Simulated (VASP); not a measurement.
# C (P6_3/mmc) in VASP: notebook

Runs on C. Level: PBE. Tasks: relaxation of cell and atoms, single point.

All numbers are computed with VASP 6.6.1; they aren't measurements. Logs are shortened: lines on timing, memory, paths and dates and some standing lists are left out, and cuts for length are marked.

**1. The cell of the first run**

The structure is hexagonal, space group P6_3/mmc (No. 194). The conventional cell has a = 2.521 Å, b = 2.521 Å, c = 16.553 Å, α = 90.00°, β = 90.00°, γ = 120.00°. Within 2.1 Å of C (site symmetry 3m) lie 4 C at 1.54 to 1.55 Å. Within 2.1 Å of C (site symmetry 3m) lie 4 C at 1.55 to 1.57 Å. Within 2.1 Å of C (site symmetry 3m) lie 4 C at 1.54 to 1.55 Å. Within 2.1 Å of C (site symmetry 3m) lie 4 C at 1.55 Å.

**2. Relaxation of cell and atoms, PBE**

File INCAR:

```
PREC = Accurate
ENCUT = 600
EDIFF = 1E-6
ISMEAR = 0
SIGMA = 0.02
LREAL = Auto
LASPH = True
NELM = 100
ALGO = Normal
ISIF = 3
LWAVE = False
LCHARG = False
GGA = PE
IBRION = 2
NSW = 100
EDIFFG = -0.01
```

File KPOINTS:

```
regular mesh
0
Gamma
  12 12 2
```

File POSCAR:

```
C
1.0
    2.5214454874      0.0000000000      0.0000000000
   -1.2607227437      2.1836358464      0.0000000000
    0.0000000000      0.0000000000     16.5532284714
C
16
Direct
    0.0000000000      0.0000000000      0.9532983247
    0.6666666667      0.3333333333      0.2974109557
    0.3333333333      0.6666666667      0.7974109557
    0.6666666667      0.3333333333      0.2025890443
    0.3333333333      0.6666666667      0.0778807563
    0.3333333333      0.6666666667      0.3287749209
    0.3333333333      0.6666666667      0.4221192437
    0.6666666667      0.3333333333      0.6712250791
    0.3333333333      0.6666666667      0.7025890443
    0.0000000000      0.0000000000      0.4532983247
    0.0000000000      0.0000000000      0.0467016753
    0.3333333333      0.6666666667      0.1712250791
    0.6666666667      0.3333333333      0.8287749209
    0.0000000000      0.0000000000      0.5467016753
    0.6666666667      0.3333333333      0.5778807563
    0.6666666667      0.3333333333      0.9221192437
```

Potentials or basis: VASP PAW PBE potentials, release 64 (C).

Launch:

```
> cat potpaw_PBE.64/C/POTCAR > POTCAR
> mpirun -np 1 vasp_std > vasp.out
```

OUTCAR:

```text
PREC = Accurate
   ENCUT = 600
   EDIFF = 1E-6
   ISMEAR = 0
   LREAL = Auto
   LASPH = True
   NELM = 100
   ISIF = 3
   GGA = PE
   IBRION = 2
   NSW = 100
   EDIFFG = -0.01

 ion  position               nearest neighbor table
   1  0.000  0.000  0.953-  16 1.54  16 1.54  16 1.54  11 1.55
   2  0.667  0.333  0.297-   6 1.55   6 1.55   6 1.55   4 1.57
   3  0.333  0.667  0.797-  13 1.55  13 1.55  13 1.55   9 1.57
   4  0.667  0.333  0.203-  12 1.55  12 1.55  12 1.55   2 1.57
   5  0.333  0.667  0.078-  11 1.54  11 1.54  11 1.54  12 1.55
   6  0.333  0.667  0.329-   7 1.55   2 1.55   2 1.55   2 1.55
[... 8 lines left out ...]
  15  0.667  0.333  0.578-  14 1.54  14 1.54  14 1.54   8 1.55
  16  0.667  0.333  0.922-   1 1.54   1 1.54   1 1.54  13 1.55

  LATTYP: Found a hexagonal cell.
 ALAT       =     2.5214454874
 C/A-ratio  =     6.5649757467

  Lattice vectors:

 A1 = (   2.5214454874,   0.0000000000,   0.0000000000)
 A2 = (  -1.2607227437,   2.1836358464,   0.0000000000)
 A3 = (   0.0000000000,   0.0000000000,  16.5532284714)

Analysis of symmetry for initial positions (statically):
=====================================================================
 Subroutine PRICEL returns:
 Original cell was already a primitive cell.

 Routine SETGRP: Setting up the symmetry group for a
 hexagonal supercell.

 Subroutine GETGRP returns: Found 24 space group operations
 (whereof 12 operations were pure point group operations)
 out of a pool of 24 trial point group operations.

The static configuration has the point symmetry D_3d.
 The point group associated with its full space group is D_6h.

Analysis of symmetry for dynamics (positions and initial velocities):
=====================================================================
 Subroutine PRICEL returns:
 Original cell was already a primitive cell.

 Routine SETGRP: Setting up the symmetry group for a
 hexagonal supercell.

 Subroutine GETGRP returns: Found 24 space group operations
 (whereof 12 operations were pure point group operations)
 out of a pool of 24 trial point group operations.

The dynamic configuration has the point symmetry D_3d.
 The point group associated with its full space group is D_6h.

 Subroutine INISYM returns: Found 24 space group operations
 (whereof 12 operations are pure point group operations),
 and found     1 'primitive' translations

----------------------------------------------------------------------------------------

                                     Primitive cell

[... 121 lines left out ...]
   NSW    =    100    number of steps for IOM
   IBRION =      2    ionic relax: 0-MD 1-quasi-New 2-CG
   NFREE  =      1    steps in history (QN), initial steepest desc. (CG)
   ISIF   =      3    stress and relaxation
   ISYM   =      2    0-nonsym 1-usesym 2-fastsym
   POTIM  = 0.5000    time-step for ionic-motion
   TEBEG  =    0.0;   TEEND  =   0.0 temperature during run
   PSTRESS=    0.0 pullay stress
   NELECT =      64.0000    total number of electrons
   NUPDOWN=      -1.0000    fix difference up-down
   EMIN   =  10.00;   EMAX   =-10.00  energy-range for DOS
   EFERMI =   0.00;   METHOD = LEGACY
   ISMEAR =     0;   SIGMA  =   0.02  broadening in eV -4-tet -1-fermi 0-gaus
   EFERMI_NEDOS =   21; number of points for ismear=-14 and -15
   IALGO  =     38    algorithm
   IMIX   =      4    mixing-type and parameters
     AMIX     =   0.40;   BMIX     =  1.00
     AMIX_MAG =   1.60;   BMIX_MAG =  1.00
  volume/ion in A,a.u.               =       5.70        38.44
  Fermi-wavevector in a.u.,A,eV,Ry     =   1.455115  2.749769 28.808427  2.117360
  Thomas-Fermi vector in A             =   2.572187
   LORBIT       =      0    0 simple, 1 ext, 2 COOP (PROOUT), +10 PAW based schemes
   GGA     = PE    functional components
   LHFCALC =     F    Hartree Fock is set to
   AEXX    =    0.0000 exact exchange contribution
   IVDW    =     0    specifies the selected vdW correction
   LEPSILON=     F    determine dielectric tensor
   LRPA    =     F    only Hartree local field effects (RPA)
 conjugate gradient relaxation of ions
 non-spin polarized calculation
 Gauss-broadening in eV      SIGMA  =   0.02
  energy-cutoff  :      600.00
  volume of cell :       91.14
 maximum number of plane-waves:      3075
   NGX = 11   NGY = 11   NGZ = 67

 number of electron      64.0000000 magnetization

 Free energy of the ion-electron system (eV)
  ---------------------------------------------------
  ext. energy  EPLUGINS =         0.00000000
  ---------------------------------------------------
  free energy    TOTEN  =      -145.45672833 eV

  energy without entropy =     -145.45672833  energy(sigma->0) =     -145.45672833

 E-fermi :   9.9060     XC(G=0): -13.2283

 val. band max:        9.7341589007   @ k =   0.0000   0.0000   0.0000
 cond. band min:      14.1292816360   @ k =   0.3333   0.0000   0.0000
 fundamental gap:      4.3951227352
 Fermi energy:         9.9059773517

 k-point     1 :       0.0000    0.0000    0.0000
  band No.  band energies     occupation
      1     -11.7607      2.00000
      2     -11.3622      2.00000
      3     -11.3017      2.00000
      4     -10.0874      2.00000
      5     -10.0336      2.00000
      6      -8.0383      2.00000
[... 1045 lines left out ...]
     40      17.2405      0.00000
     41      17.9216      0.00000

 [... further k-points ...]
[... 5 lines left out ...]
  --------------------------------------------------------------------------------------
  -------------------------------------------------------------------------------------
  Total        0.0717061      0.0717061     -0.0156803      0.0000000      0.0000000      0.0000000
  in kB        1.2605336      1.2605336     -0.2756461      0.0000000      0.0000000      0.0000000
  external PRESSURE =       0.7484737 kB  Pullay stress =       0.0000000 kB

 VOLUME and BASIS-vectors are now :
 -----------------------------------------------------------------------------
  energy-cutoff  :      600.00
  volume of cell :       91.14
      direct lattice vectors                 reciprocal lattice vectors
     2.521445487  0.000000000  0.000000000     0.396597906  0.228975908  0.000000000
    -1.260722744  2.183635846  0.000000000     0.000000000  0.457951815  0.000000000
     0.000000000  0.000000000 16.553228471     0.000000000  0.000000000  0.060411176

 POSITION                                       TOTAL-FORCE (eV/Angst)
 -----------------------------------------------------------------------------------
      0.00000      0.00000     15.78016        -0.000000     -0.000000     -0.003803
      1.26072      0.72788      4.92311         0.000000     -0.000000      0.000099
     -0.00000      1.45576     13.19973        -0.000000      0.000000      0.000099
      1.26072      0.72788      3.35350         0.000000     -0.000000     -0.000099
     -0.00000      1.45576      1.28918         0.000000      0.000000     -0.003227
     -0.00000      1.45576      5.44229        -0.000000     -0.000000     -0.008794
[... 8 lines left out ...]
      1.26072      0.72788      9.56579        -0.000000      0.000000     -0.003227
      1.26072      0.72788     15.26405        -0.000000     -0.000000      0.003227
 -----------------------------------------------------------------------------------
    total drift:                               -0.000000     -0.000000      0.000000

  FREE ENERGIE OF THE ION-ELECTRON SYSTEM (eV)
  ---------------------------------------------------
  free  energy   TOTEN  =      -145.4567283324 eV

  energy  without entropy=     -145.4567283324  energy(sigma->0) =     -145.45672833

 reached required accuracy - stopping structural energy minimisation
```

OSZICAR:

```text
N       E                     dE             d eps       ncg     rms          rms(c)
DAV:   1     0.220517535486E+03    0.22052E+03   -0.37393E+04  3116   0.171E+03
DAV:   2    -0.135764778701E+03   -0.35628E+03   -0.33899E+03  4010   0.294E+02
DAV:   3    -0.150201414611E+03   -0.14437E+02   -0.14321E+02  3815   0.580E+01
DAV:   4    -0.150487695805E+03   -0.28628E+00   -0.28523E+00  3880   0.817E+00
DAV:   5    -0.150495427668E+03   -0.77319E-02   -0.77237E-02  3808   0.127E+00    0.155E+01
DAV:   6    -0.146715234863E+03    0.37802E+01   -0.26613E+00  3751   0.754E+00    0.926E+00
DAV:   7    -0.145453971590E+03    0.12613E+01   -0.33909E+00  3539   0.870E+00    0.191E+00
DAV:   8    -0.145456237528E+03   -0.22659E-02   -0.92450E-02  3807   0.145E+00    0.107E-01
DAV:   9    -0.145456597580E+03   -0.36005E-03   -0.18563E-03  3951   0.232E-01    0.410E-02
DAV:  10    -0.145456685151E+03   -0.87570E-04   -0.89248E-05  3816   0.522E-02    0.218E-02
DAV:  11    -0.145456725865E+03   -0.40715E-04   -0.33443E-05  3766   0.355E-02    0.446E-03
DAV:  12    -0.145456728386E+03   -0.25207E-05   -0.22400E-06  2960   0.916E-03    0.117E-03
DAV:  13    -0.145456728332E+03    0.53457E-07   -0.10785E-07  2565   0.187E-03
   1 F= -.14545673E+03 E0= -.14545673E+03  d E =-.145457E+03
```

It took 1.9 min on 1 thread of Intel Xeon 6975P-C (Granite Rapids), shared host; peak memory 0.26 GiB.

Results:

| Property | Result |
| --- | --- |
| Free energy | -145.4567 eV |
| Pressure after relaxing | 0.1 GPa |
| Largest force after relaxing | 0.009 eV/Å |
| Band gap on the k mesh | 4.40 eV, indirect (least direct gap 5.42 eV) |

Forces on the atoms (eV/Å):
```
C    0.000  0.000 -0.004
C    0.000  0.000  0.000
C    0.000  0.000  0.000
C    0.000  0.000  0.000
C    0.000  0.000 -0.003
C    0.000  0.000 -0.009
C    0.000  0.000  0.003
C    0.000  0.000  0.009
C    0.000  0.000  0.000
C    0.000  0.000 -0.004
C    0.000  0.000  0.004
C    0.000  0.000  0.009
C    0.000  0.000 -0.009
C    0.000  0.000  0.004
C    0.000  0.000 -0.003
C    0.000  0.000  0.003
```

Final structure:
```yaml
crystal:
  lattice:
    - [2.52145, 0.00000, 0.00000]
    - [-1.26072, 2.18364, 0.00000]
    - [0.00000, 0.00000, 16.55323]
  atoms:
    - { symbol: C, position: [0.00000, 0.00000, 0.95330] }
    - { symbol: C, position: [0.66667, 0.33333, 0.29741] }
    - { symbol: C, position: [0.33333, 0.66667, 0.79741] }
    - { symbol: C, position: [0.66667, 0.33333, 0.20259] }
    - { symbol: C, position: [0.33333, 0.66667, 0.07788] }
    - { symbol: C, position: [0.33333, 0.66667, 0.32877] }
    - { symbol: C, position: [0.33333, 0.66667, 0.42212] }
    - { symbol: C, position: [0.66667, 0.33333, 0.67123] }
    - { symbol: C, position: [0.33333, 0.66667, 0.70259] }
    - { symbol: C, position: [0.00000, 0.00000, 0.45330] }
    - { symbol: C, position: [0.00000, 0.00000, 0.04670] }
    - { symbol: C, position: [0.33333, 0.66667, 0.17123] }
    - { symbol: C, position: [0.66667, 0.33333, 0.82877] }
    - { symbol: C, position: [0.00000, 0.00000, 0.54670] }
    - { symbol: C, position: [0.66667, 0.33333, 0.57788] }
    - { symbol: C, position: [0.66667, 0.33333, 0.92212] }
```

Levels at points of the mesh, in eV from the valence-band top:
```
           k point  band 28  band 29  band 30  band 31  band 32  band 33  band 34  band 35  band 36  band 37
(0.00, 0.00, 0.00)    -0.61    -0.61    -0.12     0.00     0.00     5.42     5.42     5.52     6.11     6.11
(0.50, 0.00, 0.00)    -3.79    -3.60    -3.57    -3.32    -2.87     4.64     4.93     5.02     5.30     5.88
(0.00, 0.00, 0.50)    -0.84    -0.19    -0.19    -0.19    -0.19     5.65     5.65     5.65     5.65     5.95
(0.50, 0.00, 0.50)    -4.24    -3.54    -3.54    -3.07    -3.07     4.73     4.73     5.37     5.37     5.66
```

Caveat: the relaxation stopped at its first step, so nothing moved. A k mesh can miss the band edges.

**3. Single point, PBE**

File INCAR:

```
SYSTEM = C
PREC = Accurate ; ENCUT = 520
EDIFF = 1E-6 ; ISMEAR = 0
SIGMA = 0.1 ; LREAL = Auto
LASPH = .TRUE. ; NELM = 100
ALGO = Normal ; ISIF = 2
LWAVE = .FALSE. ; LCHARG = .TRUE.
GGA = PE ; LELF = .TRUE.
LVHAR = .TRUE. ; NBANDS = 46
```

File KPOINTS:

```
regular mesh
0
G
  9 9 1
  0 0 0
```

POSCAR is that of step 2.

Potentials or basis: VASP PAW PBE potentials, release 64 (C).

Launch:

```
> cat potpaw_PBE.64/C/POTCAR > POTCAR
> mpirun -np 1 vasp_std > vasp.out
```

Run time: 36 s. Hardware: 1 thread of Intel Xeon 6975P-C (Granite Rapids), shared host; peak memory 0.19 GiB.

Results (log left out):

```
Free energy            : -145.4204 eV
Pressure               : 0.8 GPa
Largest force          : 0.011 eV/Å
Band gap on the k mesh : 4.39 eV, indirect (least direct gap 5.42 eV)
```

Forces in eV/Å, atoms in the order of the input:
```
C    0.000  0.000 -0.011
C    0.000  0.000  0.003
C    0.000  0.000  0.003
C    0.000  0.000 -0.003
C    0.000  0.000 -0.007
C    0.000  0.000 -0.007
C    0.000  0.000  0.007
C    0.000  0.000  0.007
C    0.000  0.000 -0.003
C    0.000  0.000 -0.011
C    0.000  0.000  0.011
C    0.000  0.000  0.007
C    0.000  0.000 -0.007
C    0.000  0.000  0.011
C    0.000  0.000 -0.007
C    0.000  0.000  0.007
```

Stress tensor (GPa, compression positive):
```
0.86 0.00 0.00
0.00 0.86 0.00
0.00 0.00 0.61
```

Levels at points of the mesh, in eV from the valence-band top:
```csv
k point,band 30,band 31,band 32,band 33,band 34,band 35
"(0.00, 0.00, 0.00)",-0.12,0.00,0.00,5.42,5.42,5.52
```

A k mesh can miss the band edges. As with any semilocal functional, this PBE gap is likely too small.

[end of part 1 of 2]
